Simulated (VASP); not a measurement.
# Ti6Ge (I4/mmm) in VASP: further runs

The runs below take Ti6Ge through single point, with PBE.

All numbers are computed with VASP 6.6.1; they aren't measurements. Logs are shortened: lines on timing, memory, paths and dates and some standing lists are left out, and cuts for length are marked.

### Step 1. The cell of the first run

It takes space group I4/mmm (No. 139, tetragonal). Conventional cell: a = 6.228 Å, b = 6.228 Å, c = 6.488 Å, α = 90.00°, β = 90.00°, γ = 90.00°. Ti (site symmetry 2/m) has 10 Ti at 2.73 to 3.24 Å and 2 Ge at 2.73 Å within 3.6 Å. Ti (site symmetry mmm) has 10 Ti at 2.73 to 3.24 Å and 2 Ge at 3.11 Å within 3.6 Å. Within 3.6 Å of Ge (site symmetry 4/mmm) lie 12 Ti at 2.73 to 3.11 Å.

The cell was generated, and may not be a known phase.

### Step 2. Single point, PBE

INCAR reads:

```
SYSTEM = Ti6Ge
PREC = Accurate
ENCUT = 520
EDIFF = 1E-6
ISMEAR = 0
SIGMA = 0.2
LREAL = .FALSE.
LASPH = .TRUE.
NELM = 100
ALGO = Normal
ISIF = 2
LWAVE = .FALSE.
LCHARG = .FALSE.
GGA = PE
NBANDS = 52
```

KPOINTS reads:

```
Automatic mesh
0
G
  4 4 4
  0 0 0
```

POSCAR reads:

```
Ti6Ge
1.0
   -3.1139520956      3.1139520956      3.2441096124
    3.1139520956     -3.1139520956      3.2441096124
    3.1139520956      3.1139520956     -3.2441096124
Ti Ge
6 1
Direct
    0.5000000000      0.5000000000      0.5000000000
    0.0000000000      0.0000000000      0.5000000000
    0.5000000000      0.0000000000      0.0000000000
    0.0000000000      0.5000000000      0.0000000000
    0.5000000000      0.0000000000      0.5000000000
    0.0000000000      0.5000000000      0.5000000000
    0.0000000000      0.0000000000      0.0000000000
```

Potentials or basis: VASP PAW PBE potentials, release 64 (Ti_sv, Ge_d).

Command:

```sh
$ cat potpaw_PBE.64/Ti_sv/POTCAR potpaw_PBE.64/Ge_d/POTCAR > POTCAR
$ mpirun -np 1 vasp_std > vasp.out
```

OUTCAR:

```text
SYSTEM = Ti6Ge
   PREC = Accurate
   ENCUT = 520
   EDIFF = 1E-6
   ISMEAR = 0
   LREAL = .FALSE.
   LASPH = .TRUE.
   NELM = 100
   ISIF = 2
   GGA = PE

 ion  position               nearest neighbor table
   1  0.500  0.500  0.500-   5 2.73   6 2.73   7 2.73   5 2.73   6 2.73   7 2.73
   2  0.000  0.000  0.500-   5 2.73   6 2.73   7 2.73   7 2.73   6 2.73   5 2.73
   3  0.500  0.000  0.000-   5 2.73   6 2.73   7 2.73   5 2.73   7 2.73   6 2.73
   4  0.000  0.500  0.000-   5 2.73   6 2.73   7 2.73   6 2.73   7 2.73   5 2.73
   5  0.500  0.000  0.500-   1 2.73   2 2.73   3 2.73   4 2.73   3 2.73   1 2.73   2 2.73   4 2.73

   6  0.000  0.500  0.500-   1 2.73   2 2.73   3 2.73   4 2.73   4 2.73   2 2.73   1 2.73   3 2.73

   7  0.000  0.000  0.000-   1 2.73   2 2.73   3 2.73   4 2.73   2 2.73   4 2.73   3 2.73   1 2.73

  LATTYP: Found a body centered tetragonal cell.
 ALAT       =     6.2279041912
 C/A-ratio  =     1.0417981757

  Lattice vectors:

 A1 = (  -3.1139520956,   3.1139520956,   3.2441096124)
 A2 = (   3.1139520956,  -3.1139520956,   3.2441096124)
 A3 = (   3.1139520956,   3.1139520956,  -3.2441096124)

Analysis of symmetry for initial positions (statically):
=====================================================================
 Subroutine PRICEL returns:
 Original cell was already a primitive cell.

 Routine SETGRP: Setting up the symmetry group for a
 body centered tetragonal supercell.

 Subroutine GETGRP returns: Found 16 space group operations
 (whereof 16 operations were pure point group operations)
 out of a pool of 16 trial point group operations.

The static configuration has the point symmetry D_4h.

Analysis of symmetry for dynamics (positions and initial velocities):
=====================================================================
 Subroutine PRICEL returns:
 Original cell was already a primitive cell.

 Routine SETGRP: Setting up the symmetry group for a
 body centered tetragonal supercell.

 Subroutine GETGRP returns: Found 16 space group operations
 (whereof 16 operations were pure point group operations)
 out of a pool of 16 trial point group operations.

The dynamic configuration has the point symmetry D_4h.

 Subroutine INISYM returns: Found 16 space group operations
 (whereof 16 operations are pure point group operations),
 and found     1 'primitive' translations
[... 93 lines left out ...]
   EDIFF  = 0.1E-05   stopping-criterion for ELM
   LREAL  =      F    real-space projection
   EDIFFG = 0.1E-04   stopping-criterion for IOM
   NSW    =      0    number of steps for IOM
   IBRION =     -1    ionic relax: 0-MD 1-quasi-New 2-CG
   NFREE  =      0    steps in history (QN), initial steepest desc. (CG)
   ISIF   =      2    stress and relaxation
   ISYM   =      2    0-nonsym 1-usesym 2-fastsym
   POTIM  = 0.5000    time-step for ionic-motion
   TEBEG  =    0.0;   TEEND  =   0.0 temperature during run
   PSTRESS=    0.0 pullay stress
   NELECT =      86.0000    total number of electrons
   NUPDOWN=      -1.0000    fix difference up-down
   EMIN   =  10.00;   EMAX   =-10.00  energy-range for DOS
   EFERMI =   0.00;   METHOD = LEGACY
   ISMEAR =     0;   SIGMA  =   0.20  broadening in eV -4-tet -1-fermi 0-gaus
   EFERMI_NEDOS =   21; number of points for ismear=-14 and -15
   IALGO  =     38    algorithm
   IMIX   =      4    mixing-type and parameters
     AMIX     =   0.40;   BMIX     =  1.00
     AMIX_MAG =   1.60;   BMIX_MAG =  1.00
  volume/ion in A,a.u.               =      17.98       121.30
  Fermi-wavevector in a.u.,A,eV,Ry     =   1.442053  2.725085 28.293541  2.079517
  Thomas-Fermi vector in A             =   2.560616
   LORBIT       =      0    0 simple, 1 ext, 2 COOP (PROOUT), +10 PAW based schemes
   GGA     = PE    functional components
   LHFCALC =     F    Hartree Fock is set to
   AEXX    =    0.0000 exact exchange contribution
   IVDW    =     0    specifies the selected vdW correction
   LEPSILON=     F    determine dielectric tensor
   LRPA    =     F    only Hartree local field effects (RPA)
 non-spin polarized calculation
 Gauss-broadening in eV      SIGMA  =   0.20
  energy-cutoff  :      520.00
  volume of cell :      125.83
 maximum number of plane-waves:      3409
 NGX is ok and might be reduce to    42
   NGX = 21   NGY = 21   NGZ = 21

 number of electron      85.9999996 magnetization

 Free energy of the ion-electron system (eV)
  ---------------------------------------------------
  ext. energy  EPLUGINS =         0.00000000
  ---------------------------------------------------
  free energy    TOTEN  =       -50.85944949 eV

  energy without entropy =      -50.61885525  energy(sigma->0) =      -50.73915237

 E-fermi :   7.5863     XC(G=0): -11.2422

 val. band max:        7.5705578631   @ k =   0.5000   0.5000  -0.0000
 cond. band min:       7.5974114178   @ k =   0.5000   0.5000   0.2500
 fundamental gap:      0.0268535546
 Fermi energy:         7.5863003564

 k-point     1 :       0.0000    0.0000    0.0000
  band No.  band energies     occupation
      1     -49.0500      2.00000
      2     -48.9927      2.00000
      3     -48.9927      2.00000
      4     -48.9854      2.00000
      5     -48.5756      2.00000
      6     -48.5580      2.00000
[... 704 lines left out ...]
     51       9.0589      0.00000
     52       9.0649      0.00000

------------------------ aborting loop because EDIFF is reached ----------------------------------------

  FORCE on cell =-STRESS in cart. coord.  units (eV):
  Direction    XX          YY          ZZ          XY          YZ          ZX
  --------------------------------------------------------------------------------------
  -------------------------------------------------------------------------------------
  Total       -0.1697636     -0.1697636     -0.2392840      0.0000000      0.0000000      0.0000000
  in kB       -2.1616025     -2.1616025     -3.0468064      0.0000000      0.0000000      0.0000000
  external PRESSURE =      -2.4566705 kB  Pullay stress =       0.0000000 kB

 VOLUME and BASIS-vectors are now :
 -----------------------------------------------------------------------------
  energy-cutoff  :      520.00
  volume of cell :      125.83
      direct lattice vectors                 reciprocal lattice vectors
    -3.113952096  3.113952096  3.244109612     0.000000000  0.160567660  0.154125495
     3.113952096 -3.113952096  3.244109612     0.160567660  0.000000000  0.154125495
     3.113952096  3.113952096 -3.244109612     0.160567660  0.160567660  0.000000000

 POSITION                                       TOTAL-FORCE (eV/Angst)
 -----------------------------------------------------------------------------------
      1.55698      1.55698      1.62205         0.000000      0.000000     -0.000000
      1.55698      1.55698     -1.62205         0.000000     -0.000000      0.000000
     -1.55698      1.55698      1.62205        -0.000000     -0.000000     -0.000000
      1.55698     -1.55698      1.62205         0.000000      0.000000     -0.000000
      0.00000      3.11395      0.00000        -0.000000      0.000000     -0.000000
      3.11395      0.00000      0.00000        -0.000000      0.000000     -0.000000
      0.00000      0.00000      0.00000        -0.000000      0.000000     -0.000000
 -----------------------------------------------------------------------------------
    total drift:                               -0.000000     -0.000000      0.000000

  FREE ENERGIE OF THE ION-ELECTRON SYSTEM (eV)
  ---------------------------------------------------
  free  energy   TOTEN  =       -50.8594494862 eV

  energy  without entropy=      -50.6188552519  energy(sigma->0) =      -50.73915237
```

Run time: 74 s. Hardware: 1 thread of AMD EPYC 9R45 (Zen 5), shared host; peak memory 0.25 GiB.

Results:

- Free energy: -50.8594 eV
- Pressure: -0.2 GPa
- Band gap on the k mesh: zero (bands 43 and 44 overlap by 0.48 eV)

Levels at points of the mesh, in eV from the Fermi level:
```
           k point  band 40  band 41  band 42  band 43  band 44  band 45  band 46  band 47
(0.00, 0.00, 0.00)    -1.24    -1.22    -0.49    -0.27    -0.27     0.84     0.84     1.41
(0.50, 0.00, 0.00)    -0.50    -0.37    -0.16    -0.06     0.04     0.11     0.18     0.38
(0.50, 0.50, 0.00)    -0.67    -0.39    -0.15    -0.07    -0.02     0.33     0.49     0.76
(0.50, 0.50, 0.50)    -0.14    -0.14     0.21     0.21     0.38     0.93     0.99     1.01
```

### Step 3. Single point, PBE

This run uses another cell than the first one, of 18.82 Å³/atom.

INCAR reads:

```
ALGO = Normal
EDIFF = 1E-6
ENCUT = 520
GGA = PE
ISIF = 2
ISMEAR = 0
LASPH = T
LCHARG = F
LREAL = F
LWAVE = F
NBANDS = 52
NELM = 80
PREC = Accurate
SIGMA = 0.2
```

KPOINTS reads:

```
k-points
0
Gamma
  4 4 4
```

POSCAR reads:

```
Ti6Ge
1.0
   -3.4510749413      3.4510749413      2.7652683709
    3.4510749413     -3.4510749413      2.7652683709
    3.4510749413      3.4510749413     -2.7652683709
Ti Ge
6 1
Direct
    0.5000000000      0.5000000000      0.5000000000
    0.0000000000      0.0000000000      0.5000000000
    0.5000000000      0.0000000000      0.0000000000
    0.0000000000      0.5000000000      0.0000000000
    0.7500000000      0.2500000000      0.5000000000
    0.2500000000      0.7500000000      0.5000000000
    0.5000000000      0.5000000000      0.0000000000
```

Potentials or basis: VASP PAW PBE potentials, release 64 (Ti_sv, Ge_d).

Command:

```sh
$ cat potpaw_PBE.64/Ti_sv/POTCAR potpaw_PBE.64/Ge_d/POTCAR > POTCAR
$ mpirun -np 1 vasp_std > vasp.out
```

Wall time 80 s (1 thread of AMD EPYC 9R45 (Zen 5), shared host); peak memory 0.25 GiB.

Results (log left out):

```yaml
Free_energy: -47.7173 eV
Pressure: -0.1 GPa
Band_gap_on_the_k_mesh: zero (bands 43 and 44 overlap by 0.64 eV)
```

Stress tensor (GPa, compression positive):
```
 0.01  0.00  0.00
 0.00  0.01  0.00
 0.00  0.00 -0.22
```

Levels at points of the mesh, in eV from the Fermi level:
```
           k point  band 41  band 42  band 43  band 44  band 45  band 46
(0.00, 0.00, 0.00)    -0.29    -0.29     0.07     0.07     0.27     0.53
(0.50, 0.00, 0.00)    -0.49    -0.36    -0.24     0.15     0.21     0.76
(0.50, 0.50, 0.00)    -0.52    -0.38    -0.23     0.14     0.27     0.68
(0.50, 0.50, 0.50)    -0.55    -0.55    -0.24    -0.24     0.37     0.83
```

Caveat: the k points lie up to 0.36 Å⁻¹ apart, too coarse for converged energies and pressures of a metal.

The gap in the log of VASP goes by the Fermi energy; the results here count the filled bands.